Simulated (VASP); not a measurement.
# ZnO (P6_3mc) in VASP: notebook

Runs on ZnO. Level: LDA. Tasks: vibrations by perturbation theory.

All numbers are computed with VASP 6.6.1; they aren't measurements. Logs are shortened: lines on timing, memory, paths and dates and some standing lists are left out, and cuts for length are marked.

**1. The cell of the first run**

Symmetry: P6_3mc, No. 186, hexagonal system. Conventional cell: a = 3.017 Å, b = 3.017 Å, c = 4.928 Å, α = 90.00°, β = 90.00°, γ = 120.00°. Zn (site symmetry 3m) has 4 O at 1.85 Å within 2.5 Å. Within 2.5 Å of O (site symmetry 3m) lie 4 Zn at 1.85 Å.

**2. Vibrations by perturbation theory, LDA**

File INCAR:

```
ALGO     = Normal         # electronic algorithm
EDIFF    = 1E-8           # SCF threshold, eV
ENCUT    = 520            # plane-wave cutoff, eV
IBRION   = 8              # ionic algorithm
ISIF     = 2              # what is computed and relaxed
ISMEAR   = 0              # smearing method
LASPH    = T              # aspherical terms in the spheres
LCHARG   = F              # write CHGCAR
LEPSILON = T              # dielectric tensor by DFPT
LREAL    = F              # projectors in reciprocal space
LWAVE    = F              # write WAVECAR
NELM     = 80             # most SCF steps
NSW      = 1              # ionic steps
PREC     = Accurate       # precision mode
SIGMA    = 0.01           # smearing width, eV
```

File KPOINTS:

```
k-points
0
Gamma
  12 12 6
```

File POSCAR:

```
ZnO
1.0
    3.0168108473      0.0000000000      0.0000000000
   -1.5084054237      2.6126348321      0.0000000000
    0.0000000000      0.0000000000      4.9280315245
Zn O
2 2
Direct
    0.3333333333      0.6666666667      0.0036585623
    0.6666666667      0.3333333333      0.5036585623
    0.3333333333      0.6666666667      0.3784414377
    0.6666666667      0.3333333333      0.8784414377
```

Potentials or basis: VASP PAW LDA potentials, release 64 (Zn, O).

Command:

```console
> cat potpaw_LDA.64/Zn/POTCAR potpaw_LDA.64/O/POTCAR > POTCAR
> mpirun -np 1 vasp_std > vasp.out
```

OUTCAR:

```text
EDIFF = 1E-8
   ENCUT = 520
   IBRION = 8
   ISIF = 2
   ISMEAR = 0
   LASPH = T
   LEPSILON = T
   LREAL = F
   NELM = 80
   NSW = 1
   PREC = Accurate

 ion  position               nearest neighbor table
   1  0.333  0.667  0.004-   3 1.85   4 1.85   4 1.85   4 1.85   2 3.02   2 3.02   2 3.02   2 3.02
                             2 3.02   2 3.02
   2  0.667  0.333  0.504-   4 1.85   3 1.85   3 1.85   3 1.85   1 3.02   1 3.02   1 3.02   1 3.02
                             1 3.02   1 3.02
   3  0.333  0.667  0.378-   1 1.85   2 1.85   2 1.85   2 1.85
   4  0.667  0.333  0.878-   2 1.85   1 1.85   1 1.85   1 1.85

  LATTYP: Found a hexagonal cell.
 ALAT       =     3.0168108473
 C/A-ratio  =     1.6335235366

  Lattice vectors:

 A1 = (   3.0168108473,   0.0000000000,   0.0000000000)
 A2 = (  -1.5084054237,   2.6126348321,   0.0000000000)
 A3 = (   0.0000000000,   0.0000000000,   4.9280315245)

Analysis of symmetry for initial positions (statically):
=====================================================================
 Subroutine PRICEL returns:
 Original cell was already a primitive cell.

 Routine SETGRP: Setting up the symmetry group for a
 hexagonal supercell.

 Subroutine GETGRP returns: Found 12 space group operations
 (whereof  6 operations were pure point group operations)
 out of a pool of 24 trial point group operations.

The static configuration has the point symmetry C_3v.
 The point group associated with its full space group is C_6v.

Analysis of symmetry for dynamics (positions and initial velocities):
=====================================================================
 Subroutine PRICEL returns:
 Original cell was already a primitive cell.

 Routine SETGRP: Setting up the symmetry group for a
 hexagonal supercell.

 Subroutine GETGRP returns: Found 12 space group operations
 (whereof  6 operations were pure point group operations)
 out of a pool of 24 trial point group operations.

The dynamic configuration has the point symmetry C_3v.
 The point group associated with its full space group is C_6v.

 Subroutine INISYM returns: Found 12 space group operations
 (whereof  6 operations are pure point group operations),
 and found     1 'primitive' translations

----------------------------------------------------------------------------------------

                                     Primitive cell

  volume of cell :      38.8419

  direct lattice vectors                    reciprocal lattice vectors
     3.016810847  0.000000000  0.000000000     0.331475870  0.191377683  0.000000000
    -1.508405424  2.612634832  0.000000000     0.000000000  0.382755365  0.000000000
     0.000000000  0.000000000  4.928031524     0.000000000  0.000000000  0.202920780

  length of vectors
     3.016810847  3.016810847  4.928031524     0.382755365  0.382755365  0.202920780

  position of ions in fractional coordinates (direct lattice)
     0.333333333  0.666666667  0.003658562
     0.666666667  0.333333333  0.503658562
     0.333333333  0.666666667  0.378441438
     0.666666667  0.333333333  0.878441438

  ion indices of the primitive-cell ions
   primitive index   ion index
                 1           1
                 2           2
                 3           3
[... 795 lines left out ...]
--------------------------------------- Ionic step       10  -------------------------------------------

------------------------ aborting loop because EDIFF is reached ----------------------------------------

[... ionic steps 11 to 11 ...]

--------------------------------------- Ionic step       12  -------------------------------------------

 Free energy of the ion-electron system (eV)
  ---------------------------------------------------
  ---------------------------------------------------
  free energy    TOTEN  =        -0.37409529 eV

  energy without entropy =       -0.37409529

------------------------ aborting loop because EDIFF is reached ----------------------------------------

 INTERNAL STRAIN TENSOR  FOR ION    3  DIRECTION 3   (eV/Angst):
 -----------------------------------------------------------------------------
    11.53665 -0.00000 -0.00000
    -0.00000 11.53665  0.00000
     0.00000 -0.00000-22.15305

 MACROSCOPIC STATIC DIELECTRIC TENSOR (including local field effects in DFT)
 ------------------------------------------------------
           4.674738    -0.000000     0.000000
          -0.000000     4.674738     0.000000
           0.000000     0.000000     4.750533
 ------------------------------------------------------

 PIEZOELECTRIC TENSOR (including local field effects)  for field in x, y, z        (e  Angst)
          XX          YY          ZZ          XY          YZ          ZX
  --------------------------------------------------------------------------------
  x     0.00000     0.00000     0.00000     0.00000    -0.00000     1.01077
  y     0.00000     0.00000     0.00000     0.00000     1.01077    -0.00000
  z     0.89632     0.89632    -1.79355    -0.00000     0.00000     0.00000

 PIEZOELECTRIC TENSOR (including local field effects)  for field in x, y, z        (C/m^2)
          XX          YY          ZZ          XY          YZ          ZX
  --------------------------------------------------------------------------------
  x     0.00000     0.00000     0.00000     0.00000    -0.00000     0.41693
  y     0.00000     0.00000     0.00000     0.00000     0.41693    -0.00000
  z     0.36972     0.36972    -0.73981    -0.00000     0.00000     0.00000

 BORN EFFECTIVE CHARGES (including local field effects) (in |e|, cummulative output)
 ---------------------------------------------------------------------------------
 ion    1
    1     1.98101    -0.00000    -0.00000
    2    -0.00000     1.98101    -0.00000
    3    -0.00000     0.00000     2.05128
 ion    2
    1     1.98101    -0.00000     0.00000
    2    -0.00000     1.98101     0.00000
    3     0.00000    -0.00000     2.05128
 ion    3
    1    -1.98101     0.00000    -0.00000
    2     0.00000    -1.98101    -0.00000
    3    -0.00000     0.00000    -2.05128
 ion    4
    1    -1.98101     0.00000     0.00000
    2     0.00000    -1.98101     0.00000
    3     0.00000     0.00000    -2.05128

 INTERNAL STRAIN TENSOR FOR ION    4 for displacements in x,y,z  (eV/Angst):
          X           Y           Z          XY          YZ          ZX
  --------------------------------------------------------------------------------
  x    -0.00000     0.00000     0.00000    17.61155    -0.00000    11.14987
  y    17.61155   -17.61155     0.00000     0.00000    11.30616    -0.00000
  z    11.53665    11.53665   -22.15305    -0.00000     0.00000    -0.00000

 SECOND DERIVATIVES (NOT SYMMETRIZED)
 ------------------------------------
               1X          1Y          1Z          2X          2Y          2Z          3X          3Y          3Z          4X          4Y          4Z
  1X   -14.886331    0.000000   -0.000000    0.584698   -0.000000   -0.000000   -0.957944    0.000000   -0.000000   15.259577   -0.000000   -0.000000
  1Y     0.000000  -14.886331   -0.000000   -0.000000    0.584698    0.000000    0.000000   -0.957944    0.000000   -0.000000   15.259577    0.000000
  1Z    -0.000000    0.000000  -20.747381    0.000000   -0.000000    6.493340    0.000000   -0.000000   12.606577   -0.000000    0.000000    1.647463
  2X     0.584698   -0.000000    0.000000  -14.886331    0.000000    0.000000   15.259577   -0.000000    0.000000   -0.957944    0.000000    0.000000
  2Y    -0.000000    0.584698   -0.000000    0.000000  -14.886331    0.000000   -0.000000   15.259577    0.000000    0.000000   -0.957944   -0.000000
  2Z    -0.000000    0.000000    6.493340    0.000000    0.000000  -20.747381    0.000000    0.000000    1.647463   -0.000000    0.000000   12.606577
  3X    -0.967085    0.000000    0.000000   15.250365   -0.000000   -0.000000  -15.634621    0.000000    0.000000    1.351342   -0.000000    0.000000
  3Y     0.000000   -0.967085    0.000000   -0.000000   15.250365    0.000000    0.000000  -15.634621   -0.000000   -0.000000    1.351342    0.000000
  3Z     0.000000    0.000000   12.658144   -0.000000    0.000000    1.605086   -0.000000    0.000000  -21.045834    0.000000   -0.000000    6.782604
  4X    15.250365   -0.000000    0.000000   -0.967085    0.000000   -0.000000    1.351342   -0.000000    0.000000  -15.634621    0.000000    0.000000
  4Y    -0.000000   15.250365   -0.000000    0.000000   -0.967085    0.000000   -0.000000    1.351342    0.000000    0.000000  -15.634621   -0.000000
  4Z     0.000000    0.000000    1.605086   -0.000000    0.000000   12.658144    0.000000    0.000000    6.782604    0.000000    0.000000  -21.045834

 Eigenvectors and eigenvalues of the dynamical matrix
 ----------------------------------------------------

   1 f  =   21.100198 THz   132.576455 2PiTHz  703.826850 cm-1    87.263368 meV
             X         Y         Z           dx          dy          dz
     -0.000000  1.741757  0.018030     0.000000    0.000000    0.166427
      1.508405  0.870878  2.482045    -0.000000   -0.000000   -0.166427
     -0.000000  1.741757  1.864971     0.000000    0.000000   -0.687242
      1.508405  0.870878  4.328987    -0.000000   -0.000000    0.687242
[... 71 lines left out ...]
  12 f/i=    0.197364 THz     1.240072 2PiTHz    6.583341 cm-1     0.816230 meV
             X         Y         Z           dx          dy          dz
     -0.000000  1.741757  0.018030     0.612657   -0.183001    0.000000
      1.508405  0.870878  2.482045    -0.612657    0.183001    0.000000
     -0.000000  1.741757  1.864971    -0.289301    0.086414    0.000000
      1.508405  0.870878  4.328987     0.289301   -0.086414    0.000000

--------------------------------------------------------------------------------------------------------

 MACROSCOPIC STATIC DIELECTRIC TENSOR IONIC CONTRIBUTION
 ------------------------------------------------------
           2.558366    -0.000000    -0.000000
          -0.000000     2.558366    -0.000000
          -0.000000    -0.000000     2.749587
 ------------------------------------------------------

 ELASTIC MODULI CONTR FROM IONIC RELAXATION (kBar)
 Direction    XX          YY          ZZ          XY          YZ          ZX
 --------------------------------------------------------------------------------
 XX       -2243.5271    703.8766   1475.0585      0.0000     -0.0000      0.0000
 YY         703.8766  -2243.5271   1475.0585      0.0000      0.0000     -0.0000
 ZZ        1475.0585   1475.0585  -2826.3527     -0.0000     -0.0000     -0.0000
 XY           0.0000      0.0000     -0.0000  -1473.7018      0.0000     -0.0000
 YZ          -0.0000      0.0000     -0.0000      0.0000   -711.7453      0.0000
 ZX           0.0000     -0.0000     -0.0000     -0.0000      0.0000   -718.6201
 --------------------------------------------------------------------------------

 PIEZOELECTRIC TENSOR IONIC CONTR  for field in x, y, z        (C/m^2)
          XX          YY          ZZ          XY          YZ          ZX
  --------------------------------------------------------------------------------
  x     0.00000    -0.00000    -0.00000    -0.00000     0.00000    -1.27586
  y    -0.00000     0.00000    -0.00000     0.00000    -1.26974     0.00000
  z    -1.36900    -1.36900     2.62313     0.00000     0.00000     0.00000
```

Run time: 23 min. Hardware: 1 thread of Intel Xeon Platinum 8259CL at 2.50GHz (Skylake/Cascade Lake), shared host; peak memory 0.83 GiB.

What came out:

| Item | Value |
| --- | --- |
| Electronic dielectric tensor (diagonal) | 4.67, 4.67, 4.75 |
| Born charges (mean of the diagonal) | Zn +2.00; O -2.00 e |
| Highest phonon frequency at Γ, LO-TO splitting left out | 704 cm⁻¹ |

Phonon frequencies in cm⁻¹ (negative: imaginary):
| q point | frequencies |
| --- | --- |
| (0.000, 0.000, 0.000) | -7 -7 0 0 0 301 549 550 550 594 594 704 |

Electronic dielectric tensor:
```
4.67 0.00 0.00
0.00 4.67 0.00
0.00 0.00 4.75
```

Born effective charge tensors (e):
atom 1, Zn
```
1.98 0.00 0.00
0.00 1.98 0.00
0.00 0.00 2.05
```
atom 2, Zn
```
1.98 0.00 0.00
0.00 1.98 0.00
0.00 0.00 2.05
```
atom 3, O
```
-1.98  0.00  0.00
 0.00 -1.98  0.00
 0.00  0.00 -2.05
```
atom 4, O
```
-1.98  0.00  0.00
 0.00 -1.98  0.00
 0.00  0.00 -2.05
```

Caveat: the cell stands under pressure or tension, which shifts response properties.

**3. Vibrations by perturbation theory, LDA**

This run uses another cell than the first one, of 10.34 Å³/atom.

File INCAR:

```
PREC = Accurate
ENCUT = 520
EDIFF = 1E-8
ISMEAR = 0
SIGMA = 0.01
LREAL = F
LASPH = T
NELM = 60
ALGO = Normal
ISIF = 2
LWAVE = F
LCHARG = T
NBANDS = 26
IBRION = 8
NSW = 1
LEPSILON = T
```

File KPOINTS:

```
regular mesh
0
Gamma
  12 12 6
```

File POSCAR:

```
ZnO
1.0
    3.0898083277      0.0000000000      0.0000000000
   -1.5449041639      2.6758525046      0.0000000000
    0.0000000000      0.0000000000      5.0041205247
Zn O
2 2
Direct
    0.3333333333      0.6666666667      0.0022030308
    0.6666666667      0.3333333333      0.5022030308
    0.3333333333      0.6666666667      0.3798969692
    0.6666666667      0.3333333333      0.8798969692
```

Potentials or basis: VASP PAW LDA potentials, release 64 (Zn, O).

Command:

```console
> cat potpaw_LDA.64/Zn/POTCAR potpaw_LDA.64/O/POTCAR > POTCAR
> mpirun -np 1 vasp_std > vasp.out
```

OUTCAR:

```text
PREC = Accurate
   ENCUT = 520
   EDIFF = 1E-8
   ISMEAR = 0
   LREAL = F
   LASPH = T
   NELM = 60
   ISIF = 2
   IBRION = 8
   NSW = 1
   LEPSILON = T

 ion  position               nearest neighbor table
   1  0.333  0.667  0.002-   4 1.89   4 1.89   4 1.89   3 1.89
   2  0.667  0.333  0.502-   3 1.89   3 1.89   3 1.89   4 1.89
   3  0.333  0.667  0.380-   2 1.89   2 1.89   2 1.89   1 1.89
   4  0.667  0.333  0.880-   1 1.89   1 1.89   1 1.89   2 1.89

  LATTYP: Found a hexagonal cell.
 ALAT       =     3.0898083277
 C/A-ratio  =     1.6195569414

  Lattice vectors:

 A1 = (   3.0898083277,   0.0000000000,   0.0000000000)
 A2 = (  -1.5449041639,   2.6758525046,   0.0000000000)
[... 1033 lines left out ...]
  3Z     0.000000    0.000000    9.432936    0.000000    0.000000    1.546320   -0.000000    0.000000  -17.094741    0.000000    0.000000    6.115486
  4X    12.175415   -0.000000    0.000000   -0.547993    0.000000   -0.000000    1.177369   -0.000000    0.000000  -12.804790    0.000000    0.000000
  4Y    -0.000000   12.175415    0.000000    0.000000   -0.547993   -0.000000   -0.000000    1.177369    0.000000    0.000000  -12.804790    0.000000
  4Z    -0.000000   -0.000000    1.546320   -0.000000    0.000000    9.432936   -0.000000    0.000000    6.115486    0.000000    0.000000  -17.094741

 Eigenvectors and eigenvalues of the dynamical matrix
 ----------------------------------------------------

   1 f  =   19.157951 THz   120.372955 2PiTHz  639.040452 cm-1    79.230882 meV
             X         Y         Z           dx          dy          dz
     -0.000000  1.783902  0.011024    -0.000000   -0.000000    0.145681
      1.544904  0.891951  2.513084     0.000000    0.000000   -0.145681
     -0.000000  1.783902  1.901050    -0.000000   -0.000000   -0.691937
      1.544904  0.891951  4.403110     0.000000    0.000000    0.691937
[... 71 lines left out ...]
  12 f/i=    0.017146 THz     0.107732 2PiTHz    0.571932 cm-1     0.070910 meV
             X         Y         Z           dx          dy          dz
     -0.000000  1.783902  0.011024    -0.047834    0.631634    0.000000
      1.544904  0.891951  2.513084    -0.047834    0.631634    0.000000
     -0.000000  1.783902  1.901050    -0.023730    0.313349    0.000000
      1.544904  0.891951  4.403110    -0.023730    0.313349    0.000000

--------------------------------------------------------------------------------------------------------

 MACROSCOPIC STATIC DIELECTRIC TENSOR IONIC CONTRIBUTION
 ------------------------------------------------------
           3.069379    -0.000000    -0.000000
          -0.000000     3.069379     0.000000
          -0.000000     0.000000     3.448800
 ------------------------------------------------------

 ELASTIC MODULI CONTR FROM IONIC RELAXATION (kBar)
 Direction    XX          YY          ZZ          XY          YZ          ZX
 --------------------------------------------------------------------------------
 XX       -1604.9689    564.1384   1019.1108      0.0000      0.0000      0.0000
 YY         564.1384  -1604.9689   1019.1108      0.0000     -0.0000     -0.0000
 ZZ        1019.1108   1019.1108  -1995.6886     -0.0000      0.0000     -0.0000
 XY           0.0000      0.0000     -0.0000  -1084.5536      0.0000      0.0000
 YZ           0.0000      0.0000      0.0000      0.0000   -467.0579      0.0000
 ZX          -0.0000      0.0000     -0.0000      0.0000      0.0000   -469.9163
 --------------------------------------------------------------------------------

 PIEZOELECTRIC TENSOR IONIC CONTR  for field in x, y, z        (C/m^2)
          XX          YY          ZZ          XY          YZ          ZX
  --------------------------------------------------------------------------------
  x    -0.00000     0.00000    -0.00000     0.00000     0.00000    -1.13008
  y     0.00000    -0.00000     0.00000     0.00000    -1.12663     0.00000
  z    -1.26061    -1.26061     2.46861     0.00000    -0.00000     0.00000
```

OSZICAR:

```text
N       E                     dE             d eps       ncg     rms          rms(c)
DAV:   1     0.292120690552E+03    0.29212E+03   -0.18282E+04  4080   0.212E+03
DAV:   2     0.629395565031E+01   -0.28583E+03   -0.26894E+03  4036   0.422E+02
DAV:   3    -0.235359627758E+02   -0.29830E+02   -0.29424E+02  4366   0.140E+02
DAV:   4    -0.240847272148E+02   -0.54876E+00   -0.54757E+00  4428   0.189E+01
[... 201 lines left out ...]
RMM:  11    -0.372821836436E+00   -0.28672E-06    0.22873E-09  7991   0.438E-05    0.884E-06
RMM:  12    -0.372821772115E+00    0.64321E-07    0.99523E-10  8890   0.138E-05    0.377E-06
RMM:  13    -0.372821802227E+00   -0.30112E-07   -0.14688E-09  8432   0.595E-06    0.150E-06
RMM:  14    -0.372821820240E+00   -0.18013E-07   -0.66412E-10  7999   0.282E-06    0.345E-07
RMM:  15    -0.372821817769E+00    0.24715E-08   -0.16464E-10  4107   0.988E-07    0.129E-07
 Linear response finished
```

It took 26 min on 1 thread of Intel Xeon Platinum 8259CL at 2.50GHz (Skylake/Cascade Lake), shared host; peak memory 0.96 GiB.

Results:

| Property | Result |
| --- | --- |
| Electronic dielectric tensor (diagonal) | 4.86, 4.86, 4.90 |
| Born charges (mean of the diagonal) | Zn +2.04; O -2.04 e |
| Highest phonon frequency at Γ, LO-TO splitting left out | 639 cm⁻¹ |

Phonon frequencies in cm⁻¹ (negative: imaginary):
| q point | frequencies |
| --- | --- |
| (0.000, 0.000, 0.000) | -1 -1 0 62 62 285 482 496 496 535 535 639 |

Electronic dielectric tensor:
```
4.86 0.00 0.00
0.00 4.86 0.00
0.00 0.00 4.90
```

Born effective charge tensors (e):
atom 1, Zn
```
2.02 0.00 0.00
0.00 2.02 0.00
0.00 0.00 2.08
```
atom 2, Zn
```
2.02 0.00 0.00
0.00 2.02 0.00
0.00 0.00 2.08
```
atom 3, O
```
-2.02  0.00  0.00
 0.00 -2.02  0.00
 0.00  0.00 -2.08
```
atom 4, O
```
-2.02  0.00  0.00
 0.00 -2.02  0.00
 0.00  0.00 -2.08
```

Caveat: the cell stands under pressure or tension, which shifts response properties.
